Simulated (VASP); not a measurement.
# Cu12C in VASP: a series of runs

Cu12C is run at these levels: PBE; tasks: single point.

All numbers are computed with VASP 6.6.1; they aren't measurements. Logs are shortened: lines on timing, memory, paths and dates and some standing lists are left out, and cuts for length are marked.

## 1. The cell of the first run

The cell holds a slab with vacuum, 13 atoms: a = 5.133 Å, b = 5.133 Å, c = 19.624 Å, α = 90.00°, β = 90.00°, γ = 120.00°.

## 2. Single point, PBE

Input file INCAR:

```
PREC = Accurate
ENCUT = 520
EDIFF = 1E-6
ISMEAR = 0
SIGMA = 0.1
LREAL = F
LASPH = T
NELM = 100
ALGO = Normal
ISIF = 2
LWAVE = F
LCHARG = F
LDIPOL = T
IDIPOL = 3
DIPOL = 0.5 0.5 0.323
GGA = PE
NBANDS = 80
```

Input file KPOINTS:

```
regular mesh
0
Gamma
  6 6 1
```

Input file POSCAR:

```
Cu12C
1.0
    5.1332392722      0.0000000000      0.0000000000
   -2.5666196361      4.4455156134      0.0000000000
    0.0000000000      0.0000000000     19.6236279128
Cu C
12 1
Direct
    0.3333333333      0.1666666667      0.2038359073
    0.3333333333      0.6666666667      0.2038359073
    0.8333333333      0.1666666667      0.2038359073
    0.8333333333      0.6666666667      0.2038359073
    0.1666666667      0.3333333333      0.3089002473
    0.1666666667      0.8333333333      0.3089002473
    0.6666666667      0.3333333333      0.3089002473
    0.6666666667      0.8333333333      0.3089002473
    0.0000000000      0.0000000000      0.4139717665
    0.0000000000      0.5000000000      0.4139717665
    0.5000000000      0.0000000000      0.4139717665
    0.5000000000      0.5000000000      0.4139717665
    0.0000000000      0.0833333333      0.4986453471
```

Potentials or basis: VASP PAW PBE potentials, release 64 (Cu, C).

The run is started by

```
$ cat potpaw_PBE.64/Cu/POTCAR potpaw_PBE.64/C/POTCAR > POTCAR
$ mpirun -np 1 vasp_std > vasp.out
```

OUTCAR:

```text
PREC = Accurate
   ENCUT = 520
   EDIFF = 1E-6
   ISMEAR = 0
   LREAL = F
   LASPH = T
   NELM = 100
   ISIF = 2
   GGA = PE

 ion  position               nearest neighbor table
   1  0.333  0.167  0.204-   5 2.54   6 2.54   7 2.54   4 2.57   2 2.57   2 2.57   4 2.57   3 2.57
                             3 2.57
   2  0.333  0.667  0.204-   6 2.54   5 2.54   8 2.54   3 2.57   1 2.57   1 2.57   3 2.57   4 2.57
                             4 2.57
   3  0.833  0.167  0.204-   7 2.54   8 2.54   5 2.54   4 2.57   2 2.57   4 2.57   2 2.57   1 2.57
                             1 2.57
   4  0.833  0.667  0.204-   8 2.54   7 2.54   6 2.54   3 2.57   1 2.57   3 2.57   1 2.57   2 2.57
                             2 2.57
   5  0.167  0.333  0.309-   1 2.54   2 2.54   3 2.54   9 2.54  12 2.54  10 2.54   8 2.57   6 2.57
                             6 2.57   8 2.57   7 2.57   7 2.57
   6  0.167  0.833  0.309-   2 2.54   1 2.54   4 2.54  10 2.54  11 2.54   9 2.54   7 2.57   5 2.57
                             5 2.57   7 2.57   8 2.57   8 2.57
   7  0.667  0.333  0.309-   3 2.54   4 2.54   1 2.54  11 2.54  10 2.54  12 2.54   8 2.57   6 2.57
                             8 2.57   6 2.57   5 2.57   5 2.57
   8  0.667  0.833  0.309-   4 2.54   3 2.54   2 2.54  12 2.54   9 2.54  11 2.54   7 2.57   5 2.57
                             7 2.57   5 2.57   6 2.57   6 2.57
   9  0.000  0.000  0.414-  13 1.72   5 2.54   8 2.54   6 2.54  12 2.57  10 2.57  10 2.57  12 2.57
                            11 2.57  11 2.57
  10  0.000  0.500  0.414-   6 2.54   7 2.54   5 2.54   9 2.57  11 2.57   9 2.57  11 2.57  12 2.57
                            12 2.57
  11  0.500  0.000  0.414-   7 2.54   6 2.54   8 2.54  10 2.57  12 2.57  12 2.57  10 2.57   9 2.57
                             9 2.57
  12  0.500  0.500  0.414-   8 2.54   5 2.54   7 2.54   9 2.57  11 2.57  11 2.57   9 2.57  10 2.57
                            10 2.57
  13  0.000  0.083  0.499-   9 1.72

  LATTYP: Found a hexagonal cell.
 ALAT       =     5.1332392722
 C/A-ratio  =     3.8228547068

  Lattice vectors:

 A1 = (   5.1332392722,   0.0000000000,   0.0000000000)
 A2 = (  -2.5666196361,   4.4455156134,   0.0000000000)
 A3 = (   0.0000000000,   0.0000000000,  19.6236279128)

Analysis of symmetry for initial positions (statically):
=====================================================================
 Subroutine PRICEL returns:
 Original cell was already a primitive cell.

 Routine SETGRP: Setting up the symmetry group for a
 hexagonal supercell.

 Subroutine GETGRP returns: Found  1 space group operations
 (whereof  1 operations were pure point group operations)
 out of a pool of 24 trial point group operations.

The static configuration has the point symmetry C_1 .

Analysis of symmetry for dynamics (positions and initial velocities):
=====================================================================
 Subroutine PRICEL returns:
 Original cell was already a primitive cell.

 Routine SETGRP: Setting up the symmetry group for a
 hexagonal supercell.

 Subroutine GETGRP returns: Found  1 space group operations
 (whereof  1 operations were pure point group operations)
 out of a pool of 24 trial point group operations.

The dynamic configuration has the point symmetry C_1 .

 Subroutine INISYM returns: Found  1 space group operations
 (whereof  1 operations are pure point group operations),
 and found     1 'primitive' translations

----------------------------------------------------------------------------------------

                                     Primitive cell

  volume of cell :     447.8091

  direct lattice vectors                    reciprocal lattice vectors
     5.133239272  0.000000000  0.000000000     0.194808764  0.112472893  0.000000000
    -2.566619636  4.445515613  0.000000000     0.000000000  0.224945785  0.000000000
     0.000000000  0.000000000 19.623627913     0.000000000  0.000000000  0.050958977

  length of vectors
     5.133239272  5.133239272 19.623627913     0.224945785  0.224945785  0.050958977

  position of ions in fractional coordinates (direct lattice)
     0.333333333  0.166666667  0.203835907
     0.333333333  0.666666667  0.203835907
     0.833333333  0.166666667  0.203835907
     0.833333333  0.666666667  0.203835907
     0.166666667  0.333333333  0.308900247
     0.166666667  0.833333333  0.308900247
     0.666666667  0.333333333  0.308900247
     0.666666667  0.833333333  0.308900247
     0.000000000  0.000000000  0.413971766
     0.000000000  0.500000000  0.413971766
     0.500000000  0.000000000  0.413971766
     0.500000000  0.500000000  0.413971766
     0.000000000  0.083333333  0.498645347

  ion indices of the primitive-cell ions
   primitive index   ion index
                 1           1
                 2           2
                 3           3
                 4           4
                 5           5
                 6           6
                 7           7
                 8           8
                 9           9
                10          10
                11          11
                12          12
                13          13

----------------------------------------------------------------------------------------

 KPOINTS: regular mesh

Automatic generation of k-mesh.
 Grid dimensions read from file:
 generate k-points for:    6    6    1

 Generating k-lattice:

  Cartesian coordinates                     Fractional coordinates (reciprocal lattice)
     0.032468127  0.018745482  0.000000000     0.166666667 -0.000000000  0.000000000
     0.000000000  0.037490964  0.000000000     0.000000000  0.166666667  0.000000000
     0.000000000  0.000000000  0.050958977     0.000000000  0.000000000  1.000000000

  Length of vectors
     0.037490964  0.037490964  0.050958977

  Shift w.r.t. Gamma in fractional coordinates (k-lattice)
     0.000000000  0.000000000  0.000000000

 Subroutine IBZKPT returns following result:
 ===========================================

 Found     20 irreducible k-points:

 Following reciprocal coordinates:
            Coordinates               Weight
  0.000000  0.000000  0.000000      1.000000
  0.166667 -0.000000  0.000000      2.000000
  0.000000  0.166667  0.000000      2.000000
 -0.166667  0.166667  0.000000      2.000000
  0.333333  0.000000  0.000000      2.000000
  0.000000  0.333333  0.000000      2.000000
[... 12 lines left out ...]
  0.500000 -0.166667  0.000000      2.000000
  0.333333  0.333333  0.000000      2.000000
   k-points           NKPTS =     20   k-points in BZ     NKDIM =     20   number of bands    NBANDS=     80
   number of dos      NEDOS =    301   number of ions     NIONS =     13
   total plane-waves  NPLWV = 240000
   dimension x,y,z NGX =    40 NGY =   40 NGZ =  150
   dimension x,y,z NGXF=    80 NGYF=   80 NGZF=  300
   ions per type =              12   1
   NGX,Y,Z   is equivalent  to a cutoff of  12.95, 12.95, 12.71 a.u.
   NGXF,Y,Z  is equivalent  to a cutoff of  25.91, 25.91, 25.42 a.u.
 SYSTEM =  unknown system
   PREC   = accura    normal or accurate (medium, high low for compatibility)
   ISTART =      0    job   : 0-new  1-cont  2-samecut
   ICHARG =      2    charge: 1-file 2-atom 10-const
   ISPIN  =      1    spin polarized calculation?
   LNONCOLLINEAR =      F non collinear calculations
   LSORBIT =      F    spin-orbit coupling
   LASPH  =      T    aspherical Exc in radial PAW
   ENCUT  =  520.0 eV  38.22 Ry    6.18 a.u.   9.54  9.54 36.49*2*pi/ulx,y,z
   NELM   =    100;   NELMIN=  2; NELMDL= -5     # of ELM steps
   EDIFF  = 0.1E-05   stopping-criterion for ELM
   LREAL  =      F    real-space projection
   EDIFFG = 0.1E-04   stopping-criterion for IOM
   NSW    =      0    number of steps for IOM
   IBRION =     -1    ionic relax: 0-MD 1-quasi-New 2-CG
   NFREE  =      0    steps in history (QN), initial steepest desc. (CG)
   ISIF   =      2    stress and relaxation
   ISYM   =      2    0-nonsym 1-usesym 2-fastsym
   POTIM  = 0.5000    time-step for ionic-motion
   TEBEG  =    0.0;   TEEND  =   0.0 temperature during run
   PSTRESS=    0.0 pullay stress
   NELECT =     136.0000    total number of electrons
   NUPDOWN=      -1.0000    fix difference up-down
   EMIN   =  10.00;   EMAX   =-10.00  energy-range for DOS
   EFERMI =   0.00;   METHOD = LEGACY
   ISMEAR =     0;   SIGMA  =   0.10  broadening in eV -4-tet -1-fermi 0-gaus
   EFERMI_NEDOS =   21; number of points for ismear=-14 and -15
   IALGO  =     38    algorithm
   IMIX   =      4    mixing-type and parameters
     AMIX     =   0.40;   BMIX     =  1.00
     AMIX_MAG =   1.60;   BMIX_MAG =  1.00
  volume/ion in A,a.u.               =      34.45       232.46
  Fermi-wavevector in a.u.,A,eV,Ry     =   1.100416  2.079484 16.475498  1.210915
  Thomas-Fermi vector in A             =   2.236827
   LORBIT       =      0    0 simple, 1 ext, 2 COOP (PROOUT), +10 PAW based schemes
   GGA     = PE    functional components
   LHFCALC =     F    Hartree Fock is set to
   AEXX    =    0.0000 exact exchange contribution
   IVDW    =     0    specifies the selected vdW correction
   LEPSILON=     F    determine dielectric tensor
   LRPA    =     F    only Hartree local field effects (RPA)
 non-spin polarized calculation
 Gauss-broadening in eV      SIGMA  =   0.10
  energy-cutoff  :      520.00
  volume of cell :      447.81
 maximum number of plane-waves:     12133
 NGX is ok and might be reduce to    40
   NGX = 19   NGY = 19   NGZ = 73

 dipolmoment           0.000000      0.000000     -0.351699 electrons x Angstroem

 number of electron     136.0000023 magnetization

 dipolmoment           0.000000      0.000000      0.147101 electrons x Angstroem

 Free energy of the ion-electron system (eV)
  ---------------------------------------------------
  ext. energy  EPLUGINS =         0.00000000
  ---------------------------------------------------
  free energy    TOTEN  =       -45.47050695 eV

  energy without entropy =      -45.45638357  energy(sigma->0) =      -45.46344526

 E-fermi :  -0.9385     XC(G=0):  -5.2193

 val. band max:       -0.9978286723   @ k =   0.5000  -0.0000   0.0000
 cond. band min:      -0.9313774895   @ k =   0.0000   0.5000   0.0000
 fundamental gap:      0.0664511827
 Fermi energy:        -0.9385397361

 k-point     1 :       0.0000    0.0000    0.0000
  band No.  band energies     occupation
      1     -11.1150      2.00000
      2      -9.4000      2.00000
      3      -7.4066      2.00000
      4      -6.2484      2.00000
      5      -5.9325      2.00000
      6      -5.8858      2.00000
[... 72 lines left out ...]
     79       3.4908      0.00000
     80       3.6543      0.00000

 k-point     2 :       0.1667   -0.0000    0.0000
  band No.  band energies     occupation
      1     -11.0750      2.00000
      2      -9.2049      2.00000
      3      -7.2335      2.00000
      4      -6.1278      2.00000
      5      -5.9937      2.00000
      6      -5.8592      2.00000
[... 72 lines left out ...]
     79       3.8581      0.00000
     80       3.9890      0.00000
[... 1409 lines left out ...]
     79       4.8287      0.00000
     80       4.8856      0.00000

 k-point    20 :       0.3333    0.3333    0.0000
  band No.  band energies     occupation
      1     -10.9427      2.00000
      2      -7.1969      2.00000
      3      -7.1881      2.00000
      4      -7.1230      2.00000
      5      -5.8087      2.00000
      6      -5.7377      2.00000
[... 72 lines left out ...]
     79       3.9835      0.00000
     80       4.4833      0.00000

------------------------ aborting loop because EDIFF is reached ----------------------------------------

 vacuum level on the upper side and lower side of the slab       (xc-potential included)         0.383        -0.717

  FORCE on cell =-STRESS in cart. coord.  units (eV):
  Direction    XX          YY          ZZ          XY          YZ          ZX
  --------------------------------------------------------------------------------------
  -------------------------------------------------------------------------------------
  Total       -3.2902499     -3.2235134      1.2056220     -0.1542116      1.1900113     -0.7393562
  in kB      -11.7718987    -11.5331281      4.3134901     -0.5517402      4.2576378     -2.6452784
  external PRESSURE =      -6.3305122 kB  Pullay stress =       0.0000000 kB

 VOLUME and BASIS-vectors are now :
 -----------------------------------------------------------------------------
  energy-cutoff  :      520.00
  volume of cell :      447.81
      direct lattice vectors                 reciprocal lattice vectors
     5.133239272  0.000000000  0.000000000     0.194808764  0.112472893  0.000000000
    -2.566619636  4.445515613  0.000000000     0.000000000  0.224945785  0.000000000
     0.000000000  0.000000000 19.623627913     0.000000000  0.000000000  0.050958977

 POSITION                                       TOTAL-FORCE (eV/Angst)
 -----------------------------------------------------------------------------------
      1.28331      0.74092      4.00000        -0.009374     -0.044327     -0.036444
     -0.00000      2.96368      4.00000        -0.012552      0.014371     -0.034310
      3.84993      0.74092      4.00000         0.003802     -0.015573     -0.058822
      2.56662      2.96368      4.00000         0.023202      0.047098     -0.024756
      0.00000      1.48184      6.06174         0.015894      0.052202     -0.072213
     -1.28331      3.70460      6.06174        -0.005153     -0.021961     -0.067841
      2.56662      1.48184      6.06174         0.000547     -0.003147     -0.006852
      1.28331      3.70460      6.06174        -0.007967     -0.042642     -0.056935
      0.00000      0.00000      8.12363         0.310022     -0.525801     -0.865326
     -1.28331      2.22276      8.12363         0.110129     -0.103716      0.458063
      2.56662      0.00000      8.12363         0.059849     -0.032987      0.320944
      1.28331      2.22276      8.12363        -0.060097     -0.024491      0.318778
     -0.21388      0.37046      9.78523        -0.428303      0.700974      0.125713
 -----------------------------------------------------------------------------------
    total drift:                               -0.000048      0.000031     -0.006965

  FREE ENERGIE OF THE ION-ELECTRON SYSTEM (eV)
  ---------------------------------------------------
  free  energy   TOTEN  =       -45.4705069491 eV

  energy  without entropy=      -45.4563835730  energy(sigma->0) =      -45.46344526

 vacuum level on the upper side and lower side of the slab         4.796         3.674
```

It took 32 min on 1 thread of Intel Xeon Platinum 8488C (Sapphire Rapids), shared host; peak memory 0.85 GiB.

What came out:

```yaml
Free_energy: -45.4705 eV
Largest_force: 1.059 eV/Å
Band_gap_on_the_k_mesh: zero (band 68 reaches -0.79 eV, above the bottom of band 69 at -1.00 eV)
```

Forces in eV/Å, atoms in the order of the input:
```
Cu  -0.009 -0.044 -0.036
Cu  -0.013  0.014 -0.034
Cu   0.004 -0.016 -0.059
Cu   0.023  0.047 -0.025
Cu   0.016  0.052 -0.072
Cu  -0.005 -0.022 -0.068
Cu   0.001 -0.003 -0.007
Cu  -0.008 -0.043 -0.057
Cu   0.310 -0.526 -0.865
Cu   0.110 -0.104  0.458
Cu   0.060 -0.033  0.321
Cu  -0.060 -0.024  0.319
C   -0.428  0.701  0.126
```

Levels at points of the mesh, in eV from the Fermi level:
```tsv
k point	band 65	band 66	band 67	band 68	band 69	band 70	band 71	band 72
(0.00, 0.00, 0.00)	-0.78	-0.72	-0.12	0.15	0.42	0.47	1.15	1.24
(0.50, 0.00, 0.00)	-1.50	-0.37	-0.24	-0.23	-0.06	0.28	0.88	1.50
(0.00, 0.50, 0.00)	-1.51	-0.40	-0.36	-0.16	0.01	0.29	0.87	1.50
(0.50, 0.50, 0.00)	-1.51	-0.39	-0.36	-0.17	0.02	0.28	0.89	1.49
```

## 3. Single point, PBE

Input file INCAR:

```
SYSTEM = Cu12C
  PREC = Accurate
  ENCUT = 520
  EDIFF = 1E-6
  ISMEAR = 0
  SIGMA = 0.1
  LREAL = .False.
  LASPH = .True.
  NELM = 100
  ALGO = Normal
  ISIF = 2
  LWAVE = .False.
  LCHARG = .False.
  LDIPOL = .True.
  IDIPOL = 3
  DIPOL = 0.5 0.5 0.322
  GGA = PE
  NBANDS = 80
```

Input file KPOINTS:

```
Automatic mesh
0
Gamma
  6 6 1
  0 0 0
```

POSCAR, as its differences from that of step 2:

```diff
@@ -20,2 +20,2 @@
     0.5000000000      0.5000000000      0.4139717665
-    0.0000000000      0.0833333333      0.4986453471
+    0.0833333333      0.3333333333      0.4787751547
```

Potentials or basis: VASP PAW PBE potentials, release 64 (Cu, C).

The run is started by

```
$ cat potpaw_PBE.64/Cu/POTCAR potpaw_PBE.64/C/POTCAR > POTCAR
$ mpirun -np 1 vasp_std > vasp.out
```

Wall time 49 min (1 thread of AMD EPYC 7R43 (Zen 3), shared host); peak memory 0.79 GiB.

It converged, with:

* Free energy: -46.6758 eV
* Largest force: 2.482 eV/Å
* Band gap on the k mesh: zero (band 68 reaches -0.78 eV, above the bottom of band 69 at -0.86 eV)

Forces on the atoms (eV/Å):
```
Cu   0.030 -0.016 -0.072
Cu  -0.002  0.037 -0.082
Cu  -0.036 -0.020 -0.100
Cu   0.032 -0.001 -0.084
Cu   0.063 -0.004 -0.230
Cu  -0.081 -0.032 -0.050
Cu  -0.006  0.051 -0.007
Cu   0.020 -0.003  0.039
Cu  -0.023  0.172  0.819
Cu  -1.601  1.381 -1.299
Cu   0.026  0.041  0.218
Cu  -0.378 -0.188  0.733
C    1.956 -1.419  0.114
```

Levels at points of the mesh, in eV from the Fermi level:
```tsv
k point	band 65	band 66	band 67	band 68	band 69	band 70	band 71	band 72
(0.00, 0.00, 0.00)	-0.86	-0.73	-0.16	0.15	0.32	0.45	0.95	1.13
(0.50, 0.00, 0.00)	-1.45	-0.71	-0.46	-0.23	0.11	0.38	0.75	1.71
(0.00, 0.50, 0.00)	-1.47	-0.65	-0.57	-0.25	0.18	0.41	0.76	1.57
(0.50, 0.50, 0.00)	-1.48	-0.74	-0.53	-0.22	0.22	0.43	0.76	1.57
```
